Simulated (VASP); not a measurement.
# Al (Fm-3m) in VASP: notebook

Al is run at these levels: PBE; tasks: single point.

All numbers are computed with VASP 6.6.1; they aren't measurements. Logs are shortened: lines on timing, memory, paths and dates and some standing lists are left out, and cuts for length are marked.

## (1) The cell of the first run

Symmetry: Fm-3m, No. 225, cubic system. Conventional cell: a = 4.050 Å, b = 4.050 Å, c = 4.050 Å, α = 90.00°, β = 90.00°, γ = 90.00°. Al (site symmetry m-3m) has 12 Al at 2.86 Å within 3.8 Å.

## (2) Single point, PBE

INCAR

```
PREC = Accurate
ENCUT = 520
EDIFF = 1E-7
ISMEAR = 1
SIGMA = 0.5
LREAL = F
LASPH = T
NELM = 100
ALGO = Normal
ISIF = 2
LWAVE = F
LCHARG = F
GGA = PE
NBANDS = 8
```

KPOINTS

```
Automatic mesh
0
Gamma
  14 14 14
```

POSCAR

```
Al
1.0
    0.0000000000      2.0248050000      2.0248050000
    2.0248050000      0.0000000000      2.0248050000
    2.0248050000      2.0248050000      0.0000000000
Al
1
Direct
    0.0000000000      0.0000000000      0.0000000000
```

Potentials or basis: VASP PAW PBE potentials, release 64 (Al).

The run is started by

```console
cat potpaw_PBE.64/Al/POTCAR > POTCAR
mpirun -np 1 vasp_std > vasp.out
```

OUTCAR:

```text
PREC = Accurate
   ENCUT = 520
   EDIFF = 1E-7
   ISMEAR = 1
   LREAL = F
   LASPH = T
   NELM = 100
   ISIF = 2
   GGA = PE

 ion  position               nearest neighbor table
   1  0.000  0.000  0.000-

  LATTYP: Found a face centered cubic cell.
 ALAT       =     4.0496100000

  Lattice vectors:

 A1 = (   0.0000000000,   2.0248050000,   2.0248050000)
 A2 = (   2.0248050000,   0.0000000000,   2.0248050000)
 A3 = (   2.0248050000,   2.0248050000,   0.0000000000)

Analysis of symmetry for initial positions (statically):
=====================================================================
 Subroutine PRICEL returns:
 Original cell was already a primitive cell.

 Routine SETGRP: Setting up the symmetry group for a
 face centered cubic supercell.

 Subroutine GETGRP returns: Found 48 space group operations
 (whereof 48 operations were pure point group operations)
 out of a pool of 48 trial point group operations.

The static configuration has the point symmetry O_h .

Analysis of symmetry for dynamics (positions and initial velocities):
=====================================================================
 Subroutine PRICEL returns:
 Original cell was already a primitive cell.

 Routine SETGRP: Setting up the symmetry group for a
 face centered cubic supercell.

 Subroutine GETGRP returns: Found 48 space group operations
 (whereof 48 operations were pure point group operations)
 out of a pool of 48 trial point group operations.

The dynamic configuration has the point symmetry O_h .

 Subroutine INISYM returns: Found 48 space group operations
 (whereof 48 operations are pure point group operations),
 and found     1 'primitive' translations

----------------------------------------------------------------------------------------

                                     Primitive cell

  volume of cell :      16.6027

  direct lattice vectors                    reciprocal lattice vectors
     0.000000000  2.024805000  2.024805000    -0.246937359  0.246937359  0.246937359
     2.024805000  0.000000000  2.024805000     0.246937359 -0.246937359  0.246937359
     2.024805000  2.024805000  0.000000000     0.246937359  0.246937359 -0.246937359

  length of vectors
     2.863506692  2.863506692  2.863506692     0.427708053  0.427708053  0.427708053

  position of ions in fractional coordinates (direct lattice)
     0.000000000  0.000000000  0.000000000

  ion indices of the primitive-cell ions
   primitive index   ion index
                 1           1

----------------------------------------------------------------------------------------

 KPOINTS: Automatic mesh

Automatic generation of k-mesh.
 Grid dimensions read from file:
 generate k-points for:   14   14   14

 Generating k-lattice:

  Cartesian coordinates                     Fractional coordinates (reciprocal lattice)
    -0.017638383  0.017638383  0.017638383     0.071428571  0.000000000  0.000000000
     0.017638383 -0.017638383  0.017638383     0.000000000  0.071428571  0.000000000
     0.017638383  0.017638383 -0.017638383     0.000000000  0.000000000  0.071428571

  Length of vectors
     0.030550575  0.030550575  0.030550575

  Shift w.r.t. Gamma in fractional coordinates (k-lattice)
     0.000000000  0.000000000  0.000000000

 Subroutine IBZKPT returns following result:
 ===========================================

 Found    104 irreducible k-points:

 Following reciprocal coordinates:
            Coordinates               Weight
  0.000000  0.000000  0.000000      1.000000
  0.071429  0.000000  0.000000      8.000000
  0.142857  0.000000  0.000000      8.000000
  0.214286  0.000000  0.000000      8.000000
  0.285714  0.000000  0.000000      8.000000
  0.357143  0.000000  0.000000      8.000000
[... 16 lines left out ...]
  0.214286  0.142857  0.000000     24.000000
  0.285714  0.142857  0.000000     24.000000
 [... further k-points ...]
   k-points           NKPTS =    104   k-points in BZ     NKDIM =    104   number of bands    NBANDS=      8
   number of dos      NEDOS =    301   number of ions     NIONS =      1
   total plane-waves  NPLWV =  13824
   dimension x,y,z NGX =    24 NGY =   24 NGZ =   24
   dimension x,y,z NGXF=    48 NGYF=   48 NGZF=   48
   ions per type =               1
   NGX,Y,Z   is equivalent  to a cutoff of  13.93, 13.93, 13.93 a.u.
   NGXF,Y,Z  is equivalent  to a cutoff of  27.87, 27.87, 27.87 a.u.
 SYSTEM =  unknown system
   PREC   = accura    normal or accurate (medium, high low for compatibility)
   ISTART =      0    job   : 0-new  1-cont  2-samecut
   ICHARG =      2    charge: 1-file 2-atom 10-const
   ISPIN  =      1    spin polarized calculation?
   LNONCOLLINEAR =      F non collinear calculations
   LSORBIT =      F    spin-orbit coupling
   LASPH  =      T    aspherical Exc in radial PAW
   ENCUT  =  520.0 eV  38.22 Ry    6.18 a.u.   5.32  5.32  5.32*2*pi/ulx,y,z
   NELM   =    100;   NELMIN=  2; NELMDL= -5     # of ELM steps
   EDIFF  = 0.1E-06   stopping-criterion for ELM
   LREAL  =      F    real-space projection
   EDIFFG = 0.1E-05   stopping-criterion for IOM
   NSW    =      0    number of steps for IOM
   IBRION =     -1    ionic relax: 0-MD 1-quasi-New 2-CG
   NFREE  =      0    steps in history (QN), initial steepest desc. (CG)
   ISIF   =      2    stress and relaxation
   ISYM   =      2    0-nonsym 1-usesym 2-fastsym
   POTIM  = 0.5000    time-step for ionic-motion
   TEBEG  =    0.0;   TEEND  =   0.0 temperature during run
   PSTRESS=    0.0 pullay stress
   NELECT =       3.0000    total number of electrons
   NUPDOWN=      -1.0000    fix difference up-down
   EMIN   =  10.00;   EMAX   =-10.00  energy-range for DOS
   EFERMI =   0.00;   METHOD = LEGACY
   ISMEAR =     1;   SIGMA  =   0.50  broadening in eV -4-tet -1-fermi 0-gaus
   EFERMI_NEDOS =   21; number of points for ismear=-14 and -15
   IALGO  =     38    algorithm
   IMIX   =      4    mixing-type and parameters
     AMIX     =   0.40;   BMIX     =  1.00
     AMIX_MAG =   1.60;   BMIX_MAG =  1.00
  volume/ion in A,a.u.               =      16.60       112.04
  Fermi-wavevector in a.u.,A,eV,Ry     =   0.925526  1.748991 11.654733  0.856599
  Thomas-Fermi vector in A             =   2.051390
   LORBIT       =      0    0 simple, 1 ext, 2 COOP (PROOUT), +10 PAW based schemes
   GGA     = PE    functional components
   LHFCALC =     F    Hartree Fock is set to
   AEXX    =    0.0000 exact exchange contribution
   IVDW    =     0    specifies the selected vdW correction
   LEPSILON=     F    determine dielectric tensor
   LRPA    =     F    only Hartree local field effects (RPA)
 non-spin polarized calculation
 Methfessel and Paxton  Order N= 1 SIGMA  =   0.50
  energy-cutoff  :      520.00
  volume of cell :       16.60
 maximum number of plane-waves:       459
 NGX is ok and might be reduce to    24
   NGX = 11   NGY = 11   NGZ = 11

 number of electron       3.0000000 magnetization

 Free energy of the ion-electron system (eV)
  ---------------------------------------------------
  ext. energy  EPLUGINS =         0.00000000
  ---------------------------------------------------
  free energy    TOTEN  =        -3.73949764 eV

  energy without entropy =       -3.73483132  energy(sigma->0) =       -3.73794220

 E-fermi :   7.9341     XC(G=0): -10.1745

 val. band max:        7.9018470407   @ k =  -0.3571   0.4286   0.2143
 cond. band min:       7.9493546969   @ k =   0.5000   0.2857   0.0000
 fundamental gap:      0.0475076562
 Fermi energy:         7.9340933407

 k-point     1 :       0.0000    0.0000    0.0000
  band No.  band energies     occupation
      1      -3.1564      2.00000
      2      20.5200      0.00000
      3      20.5200      0.00000
      4      20.5200      0.00000
      5      21.9646      0.00000
      6      21.9646      0.00000
      7      21.9646      0.00000
      8      24.3560      0.00000

 k-point     2 :       0.0714    0.0000    0.0000
  band No.  band energies     occupation
      1      -3.0183      2.00000
      2      18.3786      0.00000
      3      20.0549      0.00000
      4      20.0549      0.00000
      5      22.6210      0.00000
      6      22.6423      0.00000
      7      22.6423      0.00000
      8      25.7443      0.00000

 k-point     3 :       0.1429    0.0000    0.0000
  band No.  band energies     occupation
      1      -2.6047      2.00000
      2      15.5020     -0.00000
      3      19.4182      0.00000
      4      19.4182      0.00000
      5      22.5372      0.00000
      6      23.7647      0.00000
      7      23.7647      0.00000
      8      25.2720      0.00000

 k-point     4 :       0.2143    0.0000    0.0000
  band No.  band energies     occupation
      1      -1.9182      2.00000
      2      12.7012     -0.00000
      3      18.9513      0.00000
      4      18.9513      0.00000
      5      22.3135      0.00000
      6      23.2718      0.00000
      7      23.2718      0.00000
      8      25.8980      0.00000

 k-point     5 :       0.2857    0.0000    0.0000
  band No.  band energies     occupation
      1      -0.9624      2.00000
      2      10.0704     -0.00000
      3      18.7003      0.00000
      4      18.7003      0.00000
      5      22.0097      0.00000
      6      22.0097      0.00000
      7      22.1898      0.00000
      8      25.9932      0.00000
[... 177 lines left out ...]
 k-point    22 :       0.1429    0.1429    0.0000
  band No.  band energies     occupation
      1      -2.4213      2.00000
      2      17.4108     -0.00000
      3      17.4108     -0.00000
      4      17.6350     -0.00000
      5      20.5383      0.00000
      6      21.5966      0.00000
      7      26.1049      0.00000
      8      26.1049      0.00000

 k-point    23 :       0.2143    0.1429    0.0000
  band No.  band energies     occupation
      1      -1.9181      2.00000
      2      14.8773     -0.00000
      3      16.7519     -0.00000
      4      17.9926      0.00000
      5      19.7951      0.00000
      6      20.7854      0.00000
      7      26.6113      0.00000
      8      26.9190      0.00000

 k-point    24 :       0.2857    0.1429    0.0000
  band No.  band energies     occupation
      1      -1.1440      2.00000
      2      12.2032     -0.00000
      3      16.3272     -0.00000
      4      17.8673     -0.00000
      5      18.2693      0.00000
      6      22.1356      0.00000
      7      26.0484      0.00000
      8      26.6111      0.00000

 [... further k-points ...]

------------------------ aborting loop because EDIFF is reached ----------------------------------------

  FORCE on cell =-STRESS in cart. coord.  units (eV):
  Direction    XX          YY          ZZ          XY          YZ          ZX
  --------------------------------------------------------------------------------------
  -------------------------------------------------------------------------------------
  Total       -0.0652060     -0.0652060     -0.0652060      0.0000000      0.0000000      0.0000000
  in kB       -6.2924331     -6.2924331     -6.2924331      0.0000000      0.0000000      0.0000000
  external PRESSURE =      -6.2924331 kB  Pullay stress =       0.0000000 kB

 VOLUME and BASIS-vectors are now :
 -----------------------------------------------------------------------------
  energy-cutoff  :      520.00
  volume of cell :       16.60
      direct lattice vectors                 reciprocal lattice vectors
     0.000000000  2.024805000  2.024805000    -0.246937359  0.246937359  0.246937359
     2.024805000  0.000000000  2.024805000     0.246937359 -0.246937359  0.246937359
     2.024805000  2.024805000  0.000000000     0.246937359  0.246937359 -0.246937359

 POSITION                                       TOTAL-FORCE (eV/Angst)
 -----------------------------------------------------------------------------------
      0.00000      0.00000      0.00000         0.000000      0.000000      0.000000
 -----------------------------------------------------------------------------------
    total drift:                                0.000000     -0.000000     -0.000000

  FREE ENERGIE OF THE ION-ELECTRON SYSTEM (eV)
  ---------------------------------------------------
  free  energy   TOTEN  =        -3.7394976404 eV

  energy  without entropy=       -3.7348313194  energy(sigma->0) =       -3.73794220
```

It took 29 s on 1 thread of Intel Xeon 8259CL, shared host; peak memory 0.1 GiB.

Results:

```yaml
Free_energy: -3.7395 eV
Pressure: -0.6 GPa
```

## (3) Single point, PBE

INCAR

```
SYSTEM = Al
PREC     = Accurate       ! precision mode
ENCUT    = 520            ! plane-wave cutoff, eV
EDIFF    = 1E-6           ! SCF threshold, eV
ISMEAR   = 1              ! smearing method
SIGMA    = 0.3            ! smearing width, eV
LREAL    = .FALSE.        ! projectors in reciprocal space
LASPH    = .TRUE.         ! aspherical terms in the spheres
NELM     = 60             ! most SCF steps
ALGO     = Normal         ! electronic algorithm
ISIF     = 2              ! what is computed and relaxed
LWAVE    = .FALSE.        ! write WAVECAR
LCHARG   = .FALSE.        ! write CHGCAR
GGA      = PE             ! functional
NBANDS   = 8              ! bands
```

KPOINTS

```
regular mesh
0
G
  14 14 14
  0 0 0
```

POSCAR is that of step 2.

Potentials or basis: VASP PAW PBE potentials, release 64 (Al).

The run is started by

```console
cat potpaw_PBE.64/Al/POTCAR > POTCAR
mpirun -np 1 vasp_std > vasp.out
```

Run time: 27 s. Hardware: 1 thread of Intel Xeon 8259CL, shared host; peak memory 0.1 GiB.

It converged, with:

```
Free energy : -3.7382 eV
Pressure    : -0.7 GPa
```

Levels at points of the mesh, in eV from the Fermi level:
```csv
k point,band 1,band 2,band 3,band 4,band 5
"(0.00, 0.00, 0.00)",-11.07,12.60,12.60,12.60,14.05
"(0.50, 0.00, 0.00)",-4.55,-4.35,11.36,11.36,11.45
"(0.50, 0.50, 0.00)",-2.89,-1.58,5.28,5.59,5.59
```

## (4) Single point, PBE

INCAR

```
SYSTEM = Al
ALGO = Normal
EDIFF = 1E-6
ENCUT = 520
GGA = PE
ISIF = 2
ISMEAR = 1
LASPH = .TRUE.
LCHARG = .FALSE.
LREAL = .FALSE.
LWAVE = .FALSE.
NBANDS = 8
NELM = 80
PREC = Accurate
SIGMA = 0.2
```

KPOINTS

```
k-points
0
G
  14 14 14
  0 0 0
```

POSCAR is that of step 3.

The run is started by

```console
cat potpaw_PBE.64/Al/POTCAR > POTCAR
mpirun -np 1 vasp_std > vasp.out
```

Run time: 26 s. Hardware: 1 thread of Intel Xeon 8259CL, shared host; peak memory 0.1 GiB.

The run converged. Its results:

| Item | Value |
| --- | --- |
| Free energy | -3.7378 eV |
| Pressure | -0.8 GPa |

Levels at points of the mesh, in eV from the Fermi level:
```
           k point  band 1  band 2  band 3  band 4  band 5
(0.00, 0.00, 0.00)  -11.06   12.62   12.62   12.62   14.06
(0.50, 0.00, 0.00)   -4.54   -4.34   11.37   11.37   11.46
(0.50, 0.50, 0.00)   -2.88   -1.57    5.29    5.60    5.60
```

## (5) Single point, PBE

INCAR

```
SYSTEM = Al
PREC = Accurate ; ENCUT = 520
EDIFF = 1E-7 ; ISMEAR = 1
SIGMA = 0.1 ; LREAL = .FALSE.
LASPH = .TRUE. ; NELM = 80
ALGO = Normal ; ISIF = 2
LWAVE = .FALSE. ; LCHARG = .FALSE.
GGA = PE ; NBANDS = 8
```

KPOINTS

```
regular mesh
0
G
  14 14 14
  0 0 0
```

POSCAR is that of step 4.

The run is started by

```console
cat potpaw_PBE.64/Al/POTCAR > POTCAR
mpirun -np 1 vasp_std > vasp.out
```

Run time: 31 s. Hardware: 1 thread of Intel Xeon 8259CL, shared host; peak memory 0.1 GiB.

Results (log left out):

* Free energy: -3.7377 eV
* Pressure: -0.8 GPa

Levels at points of the mesh, in eV from the Fermi level:
| k point | band 1 | band 2 | band 3 | band 4 |
| --- | --- | --- | --- | --- |
| (0.00, 0.00, 0.00) | -11.06 | 12.62 | 12.62 | 12.62 |
| (0.50, 0.00, 0.00) | -4.53 | -4.34 | 11.38 | 11.38 |
| (0.50, 0.50, 0.00) | -2.87 | -1.56 | 5.29 | 5.60 |

## (6) Summary

| smearing | gap on the mesh (eV) | pressure (GPa) |
| --- | --- | --- |
| methfessel-paxton 0.5 eV | none | -0.6 |
| methfessel-paxton 0.3 eV | none | -0.7 |
| methfessel-paxton 0.2 eV | none | -0.8 |
| methfessel-paxton 0.1 eV | none | -0.8 |

Alike in all rows: task single point; level PBE; potentials or basis VASP PAW PBE potentials, release 64 (Al); no spin polarisation; cell as given; k mesh 14 × 14 × 14; cutoff (eV) 520.

Every run on the cell as given and a fine mesh finds a metal.

Absolute energies hang on the potentials; compare differences alone.
